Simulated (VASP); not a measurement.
# CsRu2 (P4/mmm) in VASP: single point with PBE

Aim: the single point of CsRu2 with PBE.

Program: VASP 6.6.1. These are calculated values, not measurements. Logs are shortened: lines on timing, memory, paths and dates and some standing lists are left out, and cuts for length are marked.

## 1. The cell of the first run

Symmetry: P4/mmm, No. 123, tetragonal system. The conventional cell has a = 4.129 Å, b = 4.129 Å, c = 5.654 Å, α = 90.00°, β = 90.00°, γ = 90.00°. Cs (site symmetry 4/mmm) has 6 Ru at 2.83 to 2.92 Å within 3.7 Å. Within 3.8 Å of Ru (site symmetry 4/mmm) lie 4 Cs at 2.92 Å. Ru (site symmetry 4/mmm) has 2 Cs at 2.83 Å within 3.7 Å.

## 2. Single point, PBE

INCAR

```
PREC = Accurate
ENCUT = 520
EDIFF = 1E-7
ISMEAR = 0
SIGMA = 0.1
LREAL = False
LASPH = True
NELM = 80
ALGO = Normal
ISIF = 2
LWAVE = False
LCHARG = True
GGA = PE
LELF = True
LVHAR = True
NBANDS = 26
```

KPOINTS

```
Automatic mesh
0
Gamma
  4 4 4
```

POSCAR

```
CsRu2
1.0
    4.1292451800      0.0000000000      0.0000000000
    0.0000000000      4.1292451800      0.0000000000
    0.0000000000      0.0000000000      5.6538122100
Cs Ru
1 2
Direct
    0.0000000000      0.0000000000      0.5000000000
    0.5000000000      0.5000000000      0.5000000000
    0.0000000000      0.0000000000      0.0000000000
```

Potentials or basis: VASP PAW PBE potentials, release 64 (Cs_sv, Ru_pv).

Run with:

```
$ cat potpaw_PBE.64/Cs_sv/POTCAR potpaw_PBE.64/Ru_pv/POTCAR > POTCAR
$ mpirun -np 1 vasp_std > vasp.out
```

OUTCAR:

```text
PREC = Accurate
   ENCUT = 520
   EDIFF = 1E-7
   ISMEAR = 0
   LREAL = False
   LASPH = True
   NELM = 80
   ISIF = 2
   GGA = PE

 ion  position               nearest neighbor table
   1  0.000  0.000  0.500-   3 2.83   3 2.83   2 2.92   2 2.92   2 2.92   2 2.92
   2  0.500  0.500  0.500-   1 2.92   1 2.92   1 2.92   1 2.92
   3  0.000  0.000  0.000-   1 2.83   1 2.83

  LATTYP: Found a simple tetragonal cell.
 ALAT       =     4.1292451800
 C/A-ratio  =     1.3692120384

  Lattice vectors:

 A1 = (   4.1292451800,   0.0000000000,   0.0000000000)
 A2 = (   0.0000000000,   4.1292451800,   0.0000000000)
 A3 = (   0.0000000000,   0.0000000000,   5.6538122100)

Analysis of symmetry for initial positions (statically):
=====================================================================
 Subroutine PRICEL returns:
 Original cell was already a primitive cell.

 Routine SETGRP: Setting up the symmetry group for a
 simple tetragonal supercell.

 Subroutine GETGRP returns: Found 16 space group operations
 (whereof 16 operations were pure point group operations)
 out of a pool of 16 trial point group operations.

The static configuration has the point symmetry D_4h.

Analysis of symmetry for dynamics (positions and initial velocities):
=====================================================================
 Subroutine PRICEL returns:
 Original cell was already a primitive cell.

 Routine SETGRP: Setting up the symmetry group for a
 simple tetragonal supercell.

 Subroutine GETGRP returns: Found 16 space group operations
 (whereof 16 operations were pure point group operations)
 out of a pool of 16 trial point group operations.

The dynamic configuration has the point symmetry D_4h.

 Subroutine INISYM returns: Found 16 space group operations
 (whereof 16 operations are pure point group operations),
 and found     1 'primitive' translations

----------------------------------------------------------------------------------------

                                     Primitive cell

  volume of cell :      96.4013

  direct lattice vectors                    reciprocal lattice vectors
     4.129245180  0.000000000  0.000000000     0.242175012  0.000000000  0.000000000
     0.000000000  4.129245180  0.000000000     0.000000000  0.242175012  0.000000000
     0.000000000  0.000000000  5.653812210     0.000000000  0.000000000  0.176871810

  length of vectors
     4.129245180  4.129245180  5.653812210     0.242175012  0.242175012  0.176871810

  position of ions in fractional coordinates (direct lattice)
     0.000000000  0.000000000  0.500000000
     0.500000000  0.500000000  0.500000000
     0.000000000  0.000000000  0.000000000

  ion indices of the primitive-cell ions
   primitive index   ion index
                 1           1
                 2           2
                 3           3

----------------------------------------------------------------------------------------

 KPOINTS: Automatic mesh

Automatic generation of k-mesh.
 Grid dimensions read from file:
 generate k-points for:    4    4    4

 Generating k-lattice:

  Cartesian coordinates                     Fractional coordinates (reciprocal lattice)
     0.060543753  0.000000000  0.000000000     0.250000000  0.000000000  0.000000000
     0.000000000  0.060543753  0.000000000     0.000000000  0.250000000  0.000000000
     0.000000000  0.000000000  0.044217953     0.000000000  0.000000000  0.250000000

  Length of vectors
     0.060543753  0.060543753  0.044217953

  Shift w.r.t. Gamma in fractional coordinates (k-lattice)
     0.000000000  0.000000000  0.000000000

 Subroutine IBZKPT returns following result:
 ===========================================

 Found     18 irreducible k-points:

 Following reciprocal coordinates:
            Coordinates               Weight
  0.000000  0.000000  0.000000      1.000000
  0.250000  0.000000  0.000000      4.000000
  0.500000  0.000000  0.000000      2.000000
  0.250000  0.250000  0.000000      4.000000
  0.500000  0.250000  0.000000      4.000000
  0.500000  0.500000  0.000000      1.000000
[... 10 lines left out ...]
  0.500000  0.250000  0.500000      4.000000
  0.500000  0.500000  0.500000      1.000000
   k-points           NKPTS =     18   k-points in BZ     NKDIM =     18   number of bands    NBANDS=     26
   number of dos      NEDOS =    301   number of ions     NIONS =      3
   total plane-waves  NPLWV =  43008
   dimension x,y,z NGX =    32 NGY =   32 NGZ =   42
   dimension x,y,z NGXF=    64 NGYF=   64 NGZF=   84
   ions per type =               1   2
   NGX,Y,Z   is equivalent  to a cutoff of  12.88, 12.88, 12.35 a.u.
   NGXF,Y,Z  is equivalent  to a cutoff of  25.77, 25.77, 24.70 a.u.
 SYSTEM =  unknown system
   PREC   = accura    normal or accurate (medium, high low for compatibility)
   ISTART =      0    job   : 0-new  1-cont  2-samecut
   ICHARG =      2    charge: 1-file 2-atom 10-const
   ISPIN  =      1    spin polarized calculation?
   LNONCOLLINEAR =      F non collinear calculations
   LSORBIT =      F    spin-orbit coupling
   LASPH  =      T    aspherical Exc in radial PAW
   ENCUT  =  520.0 eV  38.22 Ry    6.18 a.u.   7.68  7.68 10.51*2*pi/ulx,y,z
   NELM   =     80;   NELMIN=  2; NELMDL= -5     # of ELM steps
   EDIFF  = 0.1E-06   stopping-criterion for ELM
   LREAL  =      F    real-space projection
   EDIFFG = 0.1E-05   stopping-criterion for IOM
   NSW    =      0    number of steps for IOM
   IBRION =     -1    ionic relax: 0-MD 1-quasi-New 2-CG
   NFREE  =      0    steps in history (QN), initial steepest desc. (CG)
   ISIF   =      2    stress and relaxation
   ISYM   =      2    0-nonsym 1-usesym 2-fastsym
   POTIM  = 0.5000    time-step for ionic-motion
   TEBEG  =    0.0;   TEEND  =   0.0 temperature during run
   PSTRESS=    0.0 pullay stress
   NELECT =      37.0000    total number of electrons
   NUPDOWN=      -1.0000    fix difference up-down
   EMIN   =  10.00;   EMAX   =-10.00  energy-range for DOS
   EFERMI =   0.00;   METHOD = LEGACY
   ISMEAR =     0;   SIGMA  =   0.10  broadening in eV -4-tet -1-fermi 0-gaus
   EFERMI_NEDOS =   21; number of points for ismear=-14 and -15
   IALGO  =     38    algorithm
   IMIX   =      4    mixing-type and parameters
     AMIX     =   0.40;   BMIX     =  1.00
     AMIX_MAG =   1.60;   BMIX_MAG =  1.00
  volume/ion in A,a.u.               =      32.13       216.85
  Fermi-wavevector in a.u.,A,eV,Ry     =   1.189728  2.248261 19.258417  1.415454
  Thomas-Fermi vector in A             =   2.325829
   LORBIT       =      0    0 simple, 1 ext, 2 COOP (PROOUT), +10 PAW based schemes
   GGA     = PE    functional components
   LHFCALC =     F    Hartree Fock is set to
   AEXX    =    0.0000 exact exchange contribution
   IVDW    =     0    specifies the selected vdW correction
   LEPSILON=     F    determine dielectric tensor
   LRPA    =     F    only Hartree local field effects (RPA)
 non-spin polarized calculation
 Gauss-broadening in eV      SIGMA  =   0.10
  energy-cutoff  :      520.00
  volume of cell :       96.40
 maximum number of plane-waves:      2617
 NGX is ok and might be reduce to    32
   NGX = 15   NGY = 15   NGZ = 21

 number of electron      37.0000010 magnetization

 Free energy of the ion-electron system (eV)
  ---------------------------------------------------
  ext. energy  EPLUGINS =         0.00000000
  ---------------------------------------------------
  free energy    TOTEN  =        -8.61239339 eV

  energy without entropy =       -8.51339614  energy(sigma->0) =       -8.56289477

 E-fermi :   3.0408     XC(G=0):  -9.3154

 val. band max:        3.0393853476   @ k =   0.5000   0.0000   0.2500
 cond. band min:       3.0411459720   @ k =   0.2500   0.0000   0.5000
 fundamental gap:      0.0017606245
 Fermi energy:         3.0408081061

 k-point     1 :       0.0000    0.0000    0.0000
  band No.  band energies     occupation
      1     -38.3924      2.00000
      2     -38.3339      2.00000
      3     -38.3339      2.00000
      4     -38.2849      2.00000
      5     -38.1935      2.00000
      6     -38.1935      2.00000
[... 18 lines left out ...]
     25      10.2052      0.00000
     26      10.2052      0.00000

 k-point     2 :       0.2500    0.0000    0.0000
  band No.  band energies     occupation
      1     -38.3922      2.00000
      2     -38.3354      2.00000
      3     -38.3338      2.00000
      4     -38.2849      2.00000
      5     -38.1965      2.00000
      6     -38.1933      2.00000
[... 18 lines left out ...]
     25       9.3510      0.00000
     26       9.4215      0.00000

 k-point     3 :       0.5000    0.0000    0.0000
  band No.  band energies     occupation
      1     -38.3920      2.00000
      2     -38.3370      2.00000
      3     -38.3337      2.00000
      4     -38.2848      2.00000
      5     -38.1995      2.00000
      6     -38.1930      2.00000
[... 18 lines left out ...]
     25       7.5241      0.00000
     26       8.6806      0.00000

 k-point     4 :       0.2500    0.2500    0.0000
  band No.  band energies     occupation
      1     -38.3920      2.00000
      2     -38.3354      2.00000
      3     -38.3353      2.00000
      4     -38.2848      2.00000
      5     -38.1963      2.00000
      6     -38.1957      2.00000
[... 18 lines left out ...]
     25       7.5042      0.00000
     26       9.5509      0.00000
[... 322 lines left out ...]
      1     -38.3930      2.00000
      2     -38.3354      2.00000
      3     -38.3353      2.00000
      4     -38.2847      2.00000
      5     -38.1962      2.00000
      6     -38.1958      2.00000
[... 18 lines left out ...]
     25       7.3180      0.00000
     26       7.8189      0.00000

 k-point    17 :       0.5000    0.2500    0.5000
  band No.  band energies     occupation
      1     -38.3929      2.00000
      2     -38.3370      2.00000
      3     -38.3352      2.00000
      4     -38.2846      2.00000
      5     -38.1987      2.00000
      6     -38.1955      2.00000
[... 18 lines left out ...]
     25       8.0575      0.00000
     26       8.1588      0.00000

 k-point    18 :       0.5000    0.5000    0.5000
  band No.  band energies     occupation
      1     -38.3927      2.00000
      2     -38.3367      2.00000
      3     -38.3367      2.00000
      4     -38.2846      2.00000
      5     -38.1980      2.00000
      6     -38.1980      2.00000
[... 18 lines left out ...]
     25       7.9125      0.00000
     26       8.2561      0.00000

------------------------ aborting loop because EDIFF is reached ----------------------------------------

  FORCE on cell =-STRESS in cart. coord.  units (eV):
  Direction    XX          YY          ZZ          XY          YZ          ZX
  --------------------------------------------------------------------------------------
  -------------------------------------------------------------------------------------
  Total       -4.3281879     -4.3281879     -4.6802038      0.0000000     -0.0000000      0.0000000
  in kB      -71.9339592    -71.9339592    -77.7844221      0.0000000     -0.0000000      0.0000000
  external PRESSURE =     -73.8841135 kB  Pullay stress =       0.0000000 kB

 VOLUME and BASIS-vectors are now :
 -----------------------------------------------------------------------------
  energy-cutoff  :      520.00
  volume of cell :       96.40
      direct lattice vectors                 reciprocal lattice vectors
     4.129245180  0.000000000  0.000000000     0.242175012  0.000000000  0.000000000
     0.000000000  4.129245180  0.000000000     0.000000000  0.242175012  0.000000000
     0.000000000  0.000000000  5.653812210     0.000000000  0.000000000  0.176871810

 POSITION                                       TOTAL-FORCE (eV/Angst)
 -----------------------------------------------------------------------------------
      0.00000      0.00000      2.82691         0.000000      0.000000      0.000000
      2.06462      2.06462      2.82691         0.000000      0.000000      0.000000
      0.00000      0.00000      0.00000         0.000000      0.000000      0.000000
 -----------------------------------------------------------------------------------
    total drift:                                0.000000      0.000000     -0.000000

  FREE ENERGIE OF THE ION-ELECTRON SYSTEM (eV)
  ---------------------------------------------------
  free  energy   TOTEN  =        -8.6123933901 eV

  energy  without entropy=       -8.5133961400  energy(sigma->0) =       -8.56289477
```

Run time: 57 s. Hardware: 1 thread of Intel Xeon Platinum 8259CL at 2.50GHz (Skylake/Cascade Lake), shared host; peak memory 0.21 GiB.

What came out:

```yaml
Free_energy: -8.6124 eV
Pressure: -7.4 GPa
```

Caveat: the k points lie up to 0.38 Å⁻¹ apart; spin-orbit coupling is left out, which moves the levels of the heavy elements.
